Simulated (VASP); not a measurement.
# Au (Pm-3n) in VASP: single point with LDA

Aim: the single point of Au with LDA.

Everything below comes from runs of VASP 6.6.1. Logs are shortened: lines on timing, memory, paths and dates and some standing lists are left out, and cuts for length are marked.

## Step 1: The cell of the first run

Symmetry: Pm-3n, No. 223, cubic system. Conventional cell: a = 5.154 Å, b = 5.154 Å, c = 5.154 Å, α = 90.00°, β = 90.00°, γ = 90.00°. Au (site symmetry m-3) has 12 Au at 2.88 Å within 3.8 Å. Au (site symmetry -4m2) has 14 Au at 2.58 to 3.16 Å within 3.4 Å.

## Step 2: Single point, LDA

INCAR

```
PREC     = Accurate       # precision mode
ENCUT    = 520            # plane-wave cutoff, eV
EDIFF    = 1E-6           # SCF threshold, eV
ISMEAR   = -1             # smearing method
SIGMA    = 0.1            # smearing width, eV
LREAL    = F              # projectors in reciprocal space
LASPH    = T              # aspherical terms in the spheres
NELM     = 60             # most SCF steps
ALGO     = Normal         # electronic algorithm
ISIF     = 2              # what is computed and relaxed
LWAVE    = F              # write WAVECAR
LCHARG   = F              # write CHGCAR
GGA      = CA             # functional
NBANDS   = 54             # bands
```

KPOINTS

```
regular mesh
0
Gamma
  7 7 7
```

POSCAR

```
Au
1.0
    5.1539185240      0.0000000000      0.0000000000
    0.0000000000      5.1539185240      0.0000000000
    0.0000000000      0.0000000000      5.1539185240
Au
8
Direct
    1.0000000000      0.0000000000      1.0000000000
    0.5000000000      0.5000000000      0.5000000000
    0.2500000000      1.0000000000      0.5000000000
    0.7500000000      1.0000000000      0.5000000000
    0.5000000000      0.2500000000      1.0000000000
    0.5000000000      0.7500000000      1.0000000000
    0.0000000000      0.5000000000      0.2500000000
    0.0000000000      0.5000000000      0.7500000000
```

Potentials or basis: VASP PAW LDA potentials, release 64 (Au).

On the command line:

```sh
> cat potpaw_LDA.64/Au/POTCAR > POTCAR
> mpirun -np 1 vasp_std > vasp.out
```

OUTCAR:

```text
PREC = Accurate
   ENCUT = 520
   EDIFF = 1E-6
   ISMEAR = -1
   LREAL = F
   LASPH = T
   NELM = 60
   ISIF = 2
   GGA = CA

 ion  position               nearest neighbor table
   1  0.000  0.000  0.000-   3 2.88   4 2.88   5 2.88   6 2.88   7 2.88   8 2.88   3 2.88   4 2.88
                             7 2.88   8 2.88   5 2.88   6 2.88
   2  0.500  0.500  0.500-   3 2.88   4 2.88   5 2.88   6 2.88   7 2.88   8 2.88   5 2.88   6 2.88
                             3 2.88   4 2.88   7 2.88   8 2.88
   3  0.250  0.000  0.500-   4 2.58   4 2.58   1 2.88   1 2.88   2 2.88   2 2.88   8 3.16   5 3.16
                             5 3.16   6 3.16   6 3.16   7 3.16   8 3.16   7 3.16
   4  0.750  0.000  0.500-   3 2.58   3 2.58   1 2.88   1 2.88   2 2.88   2 2.88   8 3.16   5 3.16
                             5 3.16   6 3.16   6 3.16   7 3.16   8 3.16   7 3.16
   5  0.500  0.250  0.000-   6 2.58   6 2.58   1 2.88   2 2.88   2 2.88   1 2.88   8 3.16   4 3.16
                             3 3.16   4 3.16   3 3.16   7 3.16   7 3.16   8 3.16
   6  0.500  0.750  0.000-   5 2.58   5 2.58   1 2.88   2 2.88   2 2.88   1 2.88   8 3.16   4 3.16
                             3 3.16   4 3.16   3 3.16   7 3.16   7 3.16   8 3.16
   7  0.000  0.500  0.250-   8 2.58   8 2.58   1 2.88   2 2.88   1 2.88   2 2.88   3 3.16   4 3.16
                             5 3.16   3 3.16   4 3.16   6 3.16   5 3.16   6 3.16
   8  0.000  0.500  0.750-   7 2.58   7 2.58   1 2.88   2 2.88   1 2.88   2 2.88   3 3.16   4 3.16
                             5 3.16   3 3.16   4 3.16   6 3.16   5 3.16   6 3.16

  LATTYP: Found a simple cubic cell.
 ALAT       =     5.1539185240

  Lattice vectors:

 A1 = (   5.1539185240,   0.0000000000,   0.0000000000)
 A2 = (   0.0000000000,   5.1539185240,   0.0000000000)
 A3 = (   0.0000000000,   0.0000000000,   5.1539185240)

Analysis of symmetry for initial positions (statically):
=====================================================================
 Subroutine PRICEL returns:
 Original cell was already a primitive cell.

 Routine SETGRP: Setting up the symmetry group for a
 simple cubic supercell.

 Subroutine GETGRP returns: Found 48 space group operations
 (whereof 24 operations were pure point group operations)
 out of a pool of 48 trial point group operations.

The static configuration has the point symmetry T_h .
 The point group associated with its full space group is O_h .

Analysis of symmetry for dynamics (positions and initial velocities):
=====================================================================
 Subroutine PRICEL returns:
 Original cell was already a primitive cell.

 Routine SETGRP: Setting up the symmetry group for a
 simple cubic supercell.

 Subroutine GETGRP returns: Found 48 space group operations
 (whereof 24 operations were pure point group operations)
 out of a pool of 48 trial point group operations.

The dynamic configuration has the point symmetry T_h .
 The point group associated with its full space group is O_h .

 Subroutine INISYM returns: Found 48 space group operations
 (whereof 24 operations are pure point group operations),
 and found     1 'primitive' translations

----------------------------------------------------------------------------------------

                                     Primitive cell

  volume of cell :     136.9029

  direct lattice vectors                    reciprocal lattice vectors
     5.153918524  0.000000000  0.000000000     0.194027126  0.000000000  0.000000000
     0.000000000  5.153918524  0.000000000     0.000000000  0.194027126  0.000000000
     0.000000000  0.000000000  5.153918524     0.000000000  0.000000000  0.194027126

  length of vectors
     5.153918524  5.153918524  5.153918524     0.194027126  0.194027126  0.194027126

  position of ions in fractional coordinates (direct lattice)
     0.000000000  0.000000000  0.000000000
     0.500000000  0.500000000  0.500000000
     0.250000000  0.000000000  0.500000000
     0.750000000  0.000000000  0.500000000
     0.500000000  0.250000000  0.000000000
     0.500000000  0.750000000  0.000000000
     0.000000000  0.500000000  0.250000000
     0.000000000  0.500000000  0.750000000

  ion indices of the primitive-cell ions
   primitive index   ion index
                 1           1
                 2           2
                 3           3
                 4           4
                 5           5
                 6           6
                 7           7
                 8           8

----------------------------------------------------------------------------------------

 KPOINTS: regular mesh

Automatic generation of k-mesh.
 Grid dimensions read from file:
 generate k-points for:    7    7    7

 Generating k-lattice:

  Cartesian coordinates                     Fractional coordinates (reciprocal lattice)
     0.027718161  0.000000000  0.000000000     0.142857143  0.000000000  0.000000000
     0.000000000  0.027718161  0.000000000     0.000000000  0.142857143  0.000000000
     0.000000000  0.000000000  0.027718161     0.000000000  0.000000000  0.142857143

  Length of vectors
     0.027718161  0.027718161  0.027718161

  Shift w.r.t. Gamma in fractional coordinates (k-lattice)
     0.000000000  0.000000000  0.000000000

 Subroutine IBZKPT returns following result:
 ===========================================

 Found     20 irreducible k-points:

 Following reciprocal coordinates:
            Coordinates               Weight
  0.000000  0.000000  0.000000      1.000000
  0.142857  0.000000  0.000000      6.000000
  0.285714  0.000000  0.000000      6.000000
  0.428571  0.000000  0.000000      6.000000
  0.142857  0.142857  0.000000     12.000000
  0.285714  0.142857  0.000000     24.000000
[... 12 lines left out ...]
  0.428571  0.428571  0.285714     24.000000
  0.428571  0.428571  0.428571      8.000000
   k-points           NKPTS =     20   k-points in BZ     NKDIM =     20   number of bands    NBANDS=     54
   number of dos      NEDOS =    301   number of ions     NIONS =      8
   total plane-waves  NPLWV =  64000
   dimension x,y,z NGX =    40 NGY =   40 NGZ =   40
   dimension x,y,z NGXF=    80 NGYF=   80 NGZF=   80
   ions per type =               8
   NGX,Y,Z   is equivalent  to a cutoff of  12.90, 12.90, 12.90 a.u.
   NGXF,Y,Z  is equivalent  to a cutoff of  25.80, 25.80, 25.80 a.u.
 SYSTEM =  unknown system
   PREC   = accura    normal or accurate (medium, high low for compatibility)
   ISTART =      0    job   : 0-new  1-cont  2-samecut
   ICHARG =      2    charge: 1-file 2-atom 10-const
   ISPIN  =      1    spin polarized calculation?
   LNONCOLLINEAR =      F non collinear calculations
   LSORBIT =      F    spin-orbit coupling
   LASPH  =      T    aspherical Exc in radial PAW
   ENCUT  =  520.0 eV  38.22 Ry    6.18 a.u.   9.58  9.58  9.58*2*pi/ulx,y,z
   NELM   =     60;   NELMIN=  2; NELMDL= -5     # of ELM steps
   EDIFF  = 0.1E-05   stopping-criterion for ELM
   LREAL  =      F    real-space projection
   EDIFFG = 0.1E-04   stopping-criterion for IOM
   NSW    =      0    number of steps for IOM
   IBRION =     -1    ionic relax: 0-MD 1-quasi-New 2-CG
   NFREE  =      0    steps in history (QN), initial steepest desc. (CG)
   ISIF   =      2    stress and relaxation
   ISYM   =      2    0-nonsym 1-usesym 2-fastsym
   POTIM  = 0.5000    time-step for ionic-motion
   TEBEG  =    0.0;   TEEND  =   0.0 temperature during run
   PSTRESS=    0.0 pullay stress
   NELECT =      88.0000    total number of electrons
   NUPDOWN=      -1.0000    fix difference up-down
   EMIN   =  10.00;   EMAX   =-10.00  energy-range for DOS
   EFERMI =   0.00;   METHOD = LEGACY
   ISMEAR =    -1;   SIGMA  =   0.10  broadening in eV -4-tet -1-fermi 0-gaus
   EFERMI_NEDOS =   21; number of points for ismear=-14 and -15
   IALGO  =     38    algorithm
   IMIX   =      4    mixing-type and parameters
     AMIX     =   0.40;   BMIX     =  1.00
     AMIX_MAG =   1.60;   BMIX_MAG =  1.00
  volume/ion in A,a.u.               =      17.11       115.48
  Fermi-wavevector in a.u.,A,eV,Ry     =   1.412857  2.669912 27.159468  1.996165
  Thomas-Fermi vector in A             =   2.534562
   LORBIT       =      0    0 simple, 1 ext, 2 COOP (PROOUT), +10 PAW based schemes
   GGA     = CA    functional components
   LHFCALC =     F    Hartree Fock is set to
   AEXX    =    0.0000 exact exchange contribution
   IVDW    =     0    specifies the selected vdW correction
   LEPSILON=     F    determine dielectric tensor
   LRPA    =     F    only Hartree local field effects (RPA)
 non-spin polarized calculation
  energy-cutoff  :      520.00
  volume of cell :      136.90
 maximum number of plane-waves:      3743
 NGX is ok and might be reduce to    40
   NGX = 19   NGY = 19   NGZ = 19

 number of electron      87.9999967 magnetization

 Free energy of the ion-electron system (eV)
  ---------------------------------------------------
  ext. energy  EPLUGINS =         0.00000000
  ---------------------------------------------------
  free energy    TOTEN  =       -34.34147829 eV

  energy without entropy =      -34.27317676  energy(sigma->0) =      -34.30732753

 E-fermi :   9.2200     XC(G=0): -12.9444

 val. band max:        9.1775007729   @ k =   0.4286   0.4286   0.4286
 cond. band min:       9.2713943993   @ k =   0.4286   0.2857   0.1429
 fundamental gap:      0.0938936264
 Fermi energy:         9.2199554664

 k-point     1 :       0.0000    0.0000    0.0000
  band No.  band energies     occupation
      1      -0.6959      2.00000
      2       1.5598      2.00000
      3       1.5598      2.00000
      4       2.6641      2.00000
      5       2.6878      2.00000
      6       2.9327      2.00000
[... 46 lines left out ...]
     53      15.3701      0.00000
     54      16.0223      0.00000

 k-point     2 :       0.1429    0.0000    0.0000
  band No.  band energies     occupation
      1      -0.5478      2.00000
      2       1.5308      2.00000
      3       1.6985      2.00000
      4       2.4138      2.00000
      5       2.7296      2.00000
      6       2.9550      2.00000
[... 1018 lines left out ...]
 k-point    20 :       0.4286    0.4286    0.4286
  band No.  band energies     occupation
      1       2.4069      2.00000
      2       2.5834      2.00000
      3       2.5834      2.00000
      4       2.7824      2.00000
      5       2.7922      2.00000
      6       2.7922      2.00000
[... 46 lines left out ...]
     53      18.5781      0.00000
     54      18.8460      0.00000

------------------------ aborting loop because EDIFF is reached ----------------------------------------

  FORCE on cell =-STRESS in cart. coord.  units (eV):
  Direction    XX          YY          ZZ          XY          YZ          ZX
  --------------------------------------------------------------------------------------
  -------------------------------------------------------------------------------------
  Total        0.5416451      0.5416451      0.5416451      0.0000000     -0.0000000      0.0000000
  in kB        6.3388835      6.3388835      6.3388835      0.0000000     -0.0000000      0.0000000
  external PRESSURE =       6.3388835 kB  Pullay stress =       0.0000000 kB

 VOLUME and BASIS-vectors are now :
 -----------------------------------------------------------------------------
  energy-cutoff  :      520.00
  volume of cell :      136.90
      direct lattice vectors                 reciprocal lattice vectors
     5.153918524  0.000000000  0.000000000     0.194027126  0.000000000  0.000000000
     0.000000000  5.153918524  0.000000000     0.000000000  0.194027126  0.000000000
     0.000000000  0.000000000  5.153918524     0.000000000  0.000000000  0.194027126

 POSITION                                       TOTAL-FORCE (eV/Angst)
 -----------------------------------------------------------------------------------
      0.00000      0.00000      0.00000         0.000000      0.000000      0.000000
      2.57696      2.57696      2.57696         0.000000      0.000000      0.000000
      1.28848      0.00000      2.57696         0.000000     -0.000000      0.000000
      3.86544      0.00000      2.57696        -0.000000     -0.000000     -0.000000
      2.57696      1.28848      0.00000        -0.000000      0.000000     -0.000000
      2.57696      3.86544      0.00000         0.000000      0.000000      0.000000
      0.00000      2.57696      1.28848        -0.000000      0.000000      0.000000
      0.00000      2.57696      3.86544         0.000000      0.000000      0.000000
 -----------------------------------------------------------------------------------
    total drift:                               -0.000000     -0.000000      0.000000

  FREE ENERGIE OF THE ION-ELECTRON SYSTEM (eV)
  ---------------------------------------------------
  free  energy   TOTEN  =       -34.3414782912 eV

  energy  without entropy=      -34.2731767611  energy(sigma->0) =      -34.30732753
```

Wall time 90 s (1 thread of AMD EPYC 7R13 (Zen 3), shared host); peak memory 0.22 GiB.

Results:

```yaml
Free_energy: -34.3415 eV
Pressure: 0.6 GPa
Band_gap_on_the_k_mesh: zero (band 44 reaches 10.25 eV, above the bottom of band 45 at 8.42 eV)
```

Levels at points of the mesh, in eV from the Fermi level:
| k point | band 42 | band 43 | band 44 | band 45 | band 46 | band 47 |
| --- | --- | --- | --- | --- | --- | --- |
| (0.00, 0.00, 0.00) | 0.50 | 0.50 | 0.50 | 1.07 | 1.07 | 1.22 |

Caveat: spin-orbit coupling is left out, which moves the levels of the heavy elements.
